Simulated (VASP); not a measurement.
# KBr in VASP: further runs

Runs on KBr. Level: PBE. Tasks: single point.

All numbers are computed with VASP 6.6.1; they aren't measurements. Logs are shortened: lines on timing, memory, paths and dates and some standing lists are left out, and cuts for length are marked.

## Step 1: The cell of the first run

The cell holds a wire with vacuum, 2 atoms: a = 9.000 Å, b = 9.300 Å, c = 6.036 Å, α = 90.00°, β = 90.00°, γ = 90.00°.

## Step 2: Single point, PBE, collinear spin, ferromagnetic start

INCAR

```
SYSTEM = KBr
ALGO = Normal
EDIFF = 1E-7
ENCUT = 520
GGA = PE
ISIF = 2
ISMEAR = 0
ISPIN = 2
LASPH = .True.
LCHARG = .False.
LORBIT = 11
LREAL = .False.
LWAVE = .False.
MAGMOM = 0.5 0.5
NBANDS = 19
NELM = 150
PREC = Accurate
SIGMA = 0.05
```

KPOINTS

```
k-points
0
Gamma
  1 1 11
  0 0 0
```

POSCAR

```
KBr
1.0
    9.0000000000      0.0000000000      0.0000000000
    0.0000000000      9.3000000000      0.0000000000
    0.0000000000      0.0000000000      6.0359200277
K Br
1 1
Direct
    0.5000000000      0.5000000000      0.0000000000
    0.5000000000      0.5000000000      0.5000000000
```

Potentials or basis: VASP PAW PBE potentials, release 64 (K_sv, Br).

On the command line:

```
$ cat potpaw_PBE.64/K_sv/POTCAR potpaw_PBE.64/Br/POTCAR > POTCAR
$ mpirun -np 1 vasp_std > vasp.out
```

OUTCAR:

```text
SYSTEM = KBr
   EDIFF = 1E-7
   ENCUT = 520
   GGA = PE
   ISIF = 2
   ISMEAR = 0
   ISPIN = 2
   LASPH = .True.
   LORBIT = 11
   LREAL = .False.
   NELM = 150
   PREC = Accurate

 ion  position               nearest neighbor table
   1  0.500  0.500  0.000-   2 3.02   2 3.02
   2  0.500  0.500  0.500-   1 3.02   1 3.02

  LATTYP: Found a simple orthorhombic cell.
 ALAT       =     6.0359200277
 B/A-ratio  =     1.4910734335
 C/A-ratio  =     1.5407758813

  Lattice vectors:

 A1 = (   0.0000000000,   0.0000000000,   6.0359200277)
 A2 = (   9.0000000000,   0.0000000000,   0.0000000000)
 A3 = (   0.0000000000,   9.3000000000,   0.0000000000)

Analysis of symmetry for initial positions (statically):
=====================================================================
 Subroutine PRICEL returns:
 Original cell was already a primitive cell.

 Routine SETGRP: Setting up the symmetry group for a
 simple orthorhombic supercell.

 Subroutine GETGRP returns: Found  8 space group operations
 (whereof  8 operations were pure point group operations)
 out of a pool of  8 trial point group operations.

The static configuration has the point symmetry D_2h.

Analysis of symmetry for dynamics (positions and initial velocities):
=====================================================================
 Subroutine PRICEL returns:
 Original cell was already a primitive cell.

 Routine SETGRP: Setting up the symmetry group for a
 simple orthorhombic supercell.

 Subroutine GETGRP returns: Found  8 space group operations
 (whereof  8 operations were pure point group operations)
 out of a pool of  8 trial point group operations.

The dynamic configuration has the point symmetry D_2h.

Analysis of structural, dynamic, and magnetic symmetry:
=====================================================================
 Subroutine PRICEL returns:
 Original cell was already a primitive cell.

 Routine SETGRP: Setting up the symmetry group for a
 simple orthorhombic supercell.

 Subroutine GETGRP returns: Found  8 space group operations
 (whereof  8 operations were pure point group operations)
 out of a pool of  8 trial point group operations.

The overall configuration has the point symmetry D_2h.

 Subroutine INISYM returns: Found  8 space group operations
 (whereof  8 operations are pure point group operations),
 and found     1 'primitive' translations

----------------------------------------------------------------------------------------

                                     Primitive cell

  volume of cell :     505.2065

  direct lattice vectors                    reciprocal lattice vectors
     9.000000000  0.000000000  0.000000000     0.111111111  0.000000000  0.000000000
     0.000000000  9.300000000  0.000000000     0.000000000  0.107526882  0.000000000
     0.000000000  0.000000000  6.035920028     0.000000000  0.000000000  0.165674826

  length of vectors
     9.000000000  9.300000000  6.035920028     0.111111111  0.107526882  0.165674826

  position of ions in fractional coordinates (direct lattice)
     0.500000000  0.500000000  0.000000000
     0.500000000  0.500000000  0.500000000

  ion indices of the primitive-cell ions
   primitive index   ion index
                 1           1
                 2           2

----------------------------------------------------------------------------------------

 KPOINTS: k-points

Automatic generation of k-mesh.
 Grid dimensions read from file:
 generate k-points for:    1    1   11

 Generating k-lattice:

  Cartesian coordinates                     Fractional coordinates (reciprocal lattice)
     0.111111111  0.000000000  0.000000000     1.000000000  0.000000000  0.000000000
     0.000000000  0.107526882  0.000000000     0.000000000  1.000000000  0.000000000
     0.000000000  0.000000000  0.015061348     0.000000000  0.000000000  0.090909091

  Length of vectors
     0.111111111  0.107526882  0.015061348

  Shift w.r.t. Gamma in fractional coordinates (k-lattice)
     0.000000000  0.000000000  0.000000000

 Subroutine IBZKPT returns following result:
 ===========================================

 Found      6 irreducible k-points:

 Following reciprocal coordinates:
            Coordinates               Weight
  0.000000  0.000000  0.000000      1.000000
  0.000000  0.000000  0.090909      2.000000
  0.000000  0.000000  0.181818      2.000000
  0.000000  0.000000  0.272727      2.000000
  0.000000  0.000000  0.363636      2.000000
  0.000000  0.000000  0.454545      2.000000
   k-points           NKPTS =      6   k-points in BZ     NKDIM =      6   number of bands    NBANDS=     19
   number of dos      NEDOS =    301   number of ions     NIONS =      2
   total plane-waves  NPLWV = 235200
   dimension x,y,z NGX =    70 NGY =   70 NGZ =   48
   dimension x,y,z NGXF=   140 NGYF=  140 NGZF=   96
   ions per type =               1   1
   NGX,Y,Z   is equivalent  to a cutoff of  12.93, 12.51, 13.22 a.u.
   NGXF,Y,Z  is equivalent  to a cutoff of  25.86, 25.03, 26.44 a.u.
 SYSTEM =  KBr
   PREC   = accura    normal or accurate (medium, high low for compatibility)
   ISTART =      0    job   : 0-new  1-cont  2-samecut
   ICHARG =      2    charge: 1-file 2-atom 10-const
   ISPIN  =      2    spin polarized calculation?
   LNONCOLLINEAR =      F non collinear calculations
   LSORBIT =      F    spin-orbit coupling
   LASPH  =      T    aspherical Exc in radial PAW
   ENCUT  =  520.0 eV  38.22 Ry    6.18 a.u.  16.73 17.29 11.22*2*pi/ulx,y,z
   NELM   =    150;   NELMIN=  2; NELMDL= -5     # of ELM steps
   EDIFF  = 0.1E-06   stopping-criterion for ELM
   LREAL  =      F    real-space projection
   EDIFFG = 0.1E-05   stopping-criterion for IOM
   NSW    =      0    number of steps for IOM
   IBRION =     -1    ionic relax: 0-MD 1-quasi-New 2-CG
   NFREE  =      0    steps in history (QN), initial steepest desc. (CG)
   ISIF   =      2    stress and relaxation
   ISYM   =      2    0-nonsym 1-usesym 2-fastsym
   POTIM  = 0.5000    time-step for ionic-motion
   TEBEG  =    0.0;   TEEND  =   0.0 temperature during run
   PSTRESS=    0.0 pullay stress
   NELECT =      16.0000    total number of electrons
   NUPDOWN=      -1.0000    fix difference up-down
   EMIN   =  10.00;   EMAX   =-10.00  energy-range for DOS
   EFERMI =   0.00;   METHOD = LEGACY
   ISMEAR =     0;   SIGMA  =   0.05  broadening in eV -4-tet -1-fermi 0-gaus
   EFERMI_NEDOS =   21; number of points for ismear=-14 and -15
   IALGO  =     38    algorithm
   IMIX   =      4    mixing-type and parameters
     AMIX     =   0.40;   BMIX     =  1.00
     AMIX_MAG =   1.60;   BMIX_MAG =  1.00
  volume/ion in A,a.u.               =     252.60      1704.65
  Fermi-wavevector in a.u.,A,eV,Ry     =   0.517955  0.978793  3.650132  0.268277
  Thomas-Fermi vector in A             =   1.534616
   LORBIT       =     11    0 simple, 1 ext, 2 COOP (PROOUT), +10 PAW based schemes
   GGA     = PE    functional components
   LHFCALC =     F    Hartree Fock is set to
   AEXX    =    0.0000 exact exchange contribution
   IVDW    =     0    specifies the selected vdW correction
   LEPSILON=     F    determine dielectric tensor
   LRPA    =     F    only Hartree local field effects (RPA)
 spin polarized calculation
 Gauss-broadening in eV      SIGMA  =   0.05
  energy-cutoff  :      520.00
  volume of cell :      505.21
 maximum number of plane-waves:     13625
 NGX is ok and might be reduce to    70
   NGX = 33   NGY = 35   NGZ = 23

 number of electron      15.9999998 magnetization      -0.0000164

 number of electron      15.9999998 magnetization       0.0000092

 Free energy of the ion-electron system (eV)
  ---------------------------------------------------
  ext. energy  EPLUGINS =         0.00000000
  ---------------------------------------------------
  free energy    TOTEN  =        -5.37402227 eV

  energy without entropy =       -5.37402227  energy(sigma->0) =       -5.37402227

 E-fermi :  -4.6738     XC(G=0):  -1.9058

 val. band max:       -4.9714404758   @ k =   0.0000   0.0000   0.0000
 cond. band min:      -0.8537583242   @ k =   0.0000   0.0000   0.0000
 fundamental gap:      4.1176821516
 Fermi energy:        -4.6738315325

 spin component 1

 k-point     1 :       0.0000    0.0000    0.0000
  band No.  band energies     occupation
      1     -34.0414      1.00000
      2     -17.5912      1.00000
      3     -17.5911      1.00000
      4     -17.4499      1.00000
      5     -16.8739      1.00000
      6      -5.1242      1.00000
[... 11 lines left out ...]
     18       3.1934      0.00000
     19       3.2148      0.00000

 k-point     2 :       0.0000    0.0000    0.0909
  band No.  band energies     occupation
      1     -34.0414      1.00000
      2     -17.5911      1.00000
      3     -17.5910      1.00000
      4     -17.4925      1.00000
      5     -16.8235      1.00000
      6      -5.1747      1.00000
[... 11 lines left out ...]
     18       3.2254      0.00000
     19       3.2465      0.00000

 k-point     3 :       0.0000    0.0000    0.1818
  band No.  band energies     occupation
      1     -34.0414      1.00000
      2     -17.5910      1.00000
      3     -17.5909      1.00000
      4     -17.5833      1.00000
      5     -16.7116      1.00000
      6      -5.3055      1.00000
[... 11 lines left out ...]
     18       3.2941      0.00000
     19       3.3218      0.00000

 k-point     4 :       0.0000    0.0000    0.2727
  band No.  band energies     occupation
      1     -34.0413      1.00000
      2     -17.6751      1.00000
      3     -17.5908      1.00000
      4     -17.5907      1.00000
      5     -16.5917      1.00000
      6      -5.4681      1.00000
[... 11 lines left out ...]
     18       3.0414      0.00000
     19       3.4751      0.00000

 k-point     5 :       0.0000    0.0000    0.3636
  band No.  band energies     occupation
      1     -34.0412      1.00000
      2     -17.7447      1.00000
      3     -17.5906      1.00000
      4     -17.5905      1.00000
      5     -16.4961      1.00000
      6      -5.6101      1.00000
[... 11 lines left out ...]
     18       2.6864      0.00000
     19       3.4566      0.00000

 k-point     6 :       0.0000    0.0000    0.4545
  band No.  band energies     occupation
      1     -34.0412      1.00000
      2     -17.7816      1.00000
      3     -17.5905      1.00000
      4     -17.5904      1.00000
      5     -16.4436      1.00000
      6      -5.6917      1.00000
[... 11 lines left out ...]
     18       2.5326      0.00000
     19       3.1731      0.00000
 Fermi energy:        -4.6738315325

 spin component 2

 k-point     1 :       0.0000    0.0000    0.0000
  band No.  band energies     occupation
      1     -34.0414      1.00000
      2     -17.5912      1.00000
      3     -17.5911      1.00000
      4     -17.4499      1.00000
      5     -16.8739      1.00000
      6      -5.1242      1.00000
[... 11 lines left out ...]
     18       3.1930      0.00000
     19       3.2142      0.00000

 k-point     2 :       0.0000    0.0000    0.0909
  band No.  band energies     occupation
      1     -34.0414      1.00000
      2     -17.5911      1.00000
      3     -17.5910      1.00000
      4     -17.4925      1.00000
      5     -16.8235      1.00000
      6      -5.1747      1.00000
[... 11 lines left out ...]
     18       3.2251      0.00000
     19       3.2459      0.00000

 k-point     3 :       0.0000    0.0000    0.1818
  band No.  band energies     occupation
      1     -34.0414      1.00000
      2     -17.5910      1.00000
      3     -17.5909      1.00000
      4     -17.5833      1.00000
      5     -16.7116      1.00000
      6      -5.3055      1.00000
[... 11 lines left out ...]
     18       3.3189      0.00000
     19       3.3246      0.00000

 k-point     4 :       0.0000    0.0000    0.2727
  band No.  band energies     occupation
      1     -34.0413      1.00000
      2     -17.6751      1.00000
      3     -17.5908      1.00000
      4     -17.5907      1.00000
      5     -16.5917      1.00000
      6      -5.4681      1.00000
[... 11 lines left out ...]
     18       3.0419      0.00000
     19       3.4661      0.00000

 k-point     5 :       0.0000    0.0000    0.3636
  band No.  band energies     occupation
      1     -34.0412      1.00000
      2     -17.7447      1.00000
      3     -17.5906      1.00000
      4     -17.5905      1.00000
      5     -16.4961      1.00000
      6      -5.6101      1.00000
[... 11 lines left out ...]
     18       2.6870      0.00000
     19       3.4543      0.00000

 k-point     6 :       0.0000    0.0000    0.4545
  band No.  band energies     occupation
      1     -34.0412      1.00000
      2     -17.7816      1.00000
      3     -17.5905      1.00000
      4     -17.5904      1.00000
      5     -16.4436      1.00000
      6      -5.6917      1.00000
[... 11 lines left out ...]
     18       2.5326      0.00000
     19       3.1708      0.00000

------------------------ aborting loop because EDIFF is reached ----------------------------------------

  FORCE on cell =-STRESS in cart. coord.  units (eV):
  Direction    XX          YY          ZZ          XY          YZ          ZX
  --------------------------------------------------------------------------------------
  -------------------------------------------------------------------------------------
  Total        0.0261199      0.0172383      0.1188296      0.0000000      0.0000000      0.0000000
  in kB        0.0828350      0.0546685      0.3768482      0.0000000      0.0000000      0.0000000
  external PRESSURE =       0.1714506 kB  Pullay stress =       0.0000000 kB

 VOLUME and BASIS-vectors are now :
 -----------------------------------------------------------------------------
  energy-cutoff  :      520.00
  volume of cell :      505.21
      direct lattice vectors                 reciprocal lattice vectors
     9.000000000  0.000000000  0.000000000     0.111111111  0.000000000  0.000000000
     0.000000000  9.300000000  0.000000000     0.000000000  0.107526882  0.000000000
     0.000000000  0.000000000  6.035920028     0.000000000  0.000000000  0.165674826

 POSITION                                       TOTAL-FORCE (eV/Angst)
 -----------------------------------------------------------------------------------
      4.50000      4.65000      0.00000         0.000000      0.000000      0.000000
      4.50000      4.65000      3.01796         0.000000      0.000000      0.000000
 -----------------------------------------------------------------------------------
    total drift:                                0.000000      0.000000      0.000000

  FREE ENERGIE OF THE ION-ELECTRON SYSTEM (eV)
  ---------------------------------------------------
  free  energy   TOTEN  =        -5.3740222713 eV

  energy  without entropy=       -5.3740222713  energy(sigma->0) =       -5.37402227

 total charge

# of ion       s       p       d       tot
------------------------------------------
    1        1.956   5.578   0.024   7.558
    2        1.599   3.288   0.001   4.888
--------------------------------------------------
tot          3.556   8.865   0.024  12.446

 magnetization (x)

# of ion       s       p       d       tot
------------------------------------------
    1       -0.000   0.000  -0.000   0.000
    2       -0.000  -0.000  -0.000  -0.000
--------------------------------------------------
tot         -0.000  -0.000  -0.000  -0.000
```

Run time: 3.1 min. Hardware: 1 thread of AMD EPYC 9R45 (Zen 5), shared host; peak memory 0.7 GiB.

Results:

```yaml
Free_energy: -5.3740 eV
Band_gap_on_the_k_mesh: 4.12 eV, direct
Net_moment: 0.00 μB per cell
Valence_electrons_inside_the_program's_atomic_spheres: K 7.56; Br 4.89
```

Levels at points of the mesh, in eV from the valence-band top:
Spin up:
```
           k point  band 6  band 7  band 8  band 9  band 10  band 11
(0.00, 0.00, 0.00)   -0.15    0.00    0.00    4.12     6.05     6.16
```
Spin down:
```tsv
k point	band 5	band 6	band 7	band 8	band 9	band 10	band 11	band 12
(0.00, 0.00, 0.00)	-11.90	-0.15	0.00	0.00	4.12	6.05	6.16	6.26
```

## Step 3: Single point, PBE, collinear spin, ferromagnetic start

INCAR

```
PREC = Accurate
ENCUT = 520
EDIFF = 1E-7
ISMEAR = 0
SIGMA = 0.05
LREAL = False
LASPH = True
NELM = 150
ALGO = Normal
ISIF = 2
LWAVE = False
LCHARG = True
ISPIN = 2
MAGMOM = 0.5 0.5
LORBIT = 11
GGA = PE
LELF = True
LVHAR = True
NBANDS = 19
```

KPOINTS

```
Automatic mesh
0
Gamma
  1 1 11
```

POSCAR, as its differences from that of step 2:

```diff
@@ -4,3 +4,3 @@
     0.0000000000      9.3000000000      0.0000000000
-    0.0000000000      0.0000000000      6.0359200277
+    0.0000000000      0.0000000000      6.0308062365
 K Br
```

Potentials or basis: VASP PAW PBE potentials, release 64 (K_sv, Br).

On the command line:

```
$ cat potpaw_PBE.64/K_sv/POTCAR potpaw_PBE.64/Br/POTCAR > POTCAR
$ mpirun -np 1 vasp_std > vasp.out
```

It took 3.2 min on 1 thread of AMD EPYC 9R45 (Zen 5), shared host; peak memory 0.7 GiB.

Results (log left out):

```yaml
Free_energy: -5.3739 eV
Band_gap_on_the_k_mesh: 4.12 eV, direct
Net_moment: 0.00 μB per cell
Valence_electrons_inside_the_program's_atomic_spheres: K 7.56; Br 4.89
```

Levels at points of the mesh, in eV from the valence-band top:
Spin up:
| k point | band 5 | band 6 | band 7 | band 8 | band 9 | band 10 | band 11 | band 12 |
| --- | --- | --- | --- | --- | --- | --- | --- | --- |
| (0.00, 0.00, 0.00) | -11.90 | -0.15 | 0.00 | 0.00 | 4.12 | 6.05 | 6.16 | 6.26 |
Spin down:
```csv
k point,band 5,band 6,band 7,band 8,band 9,band 10,band 11,band 12
"(0.00, 0.00, 0.00)",-11.90,-0.15,0.00,0.00,4.12,6.05,6.16,6.26
```

[end of part 1 of 2]
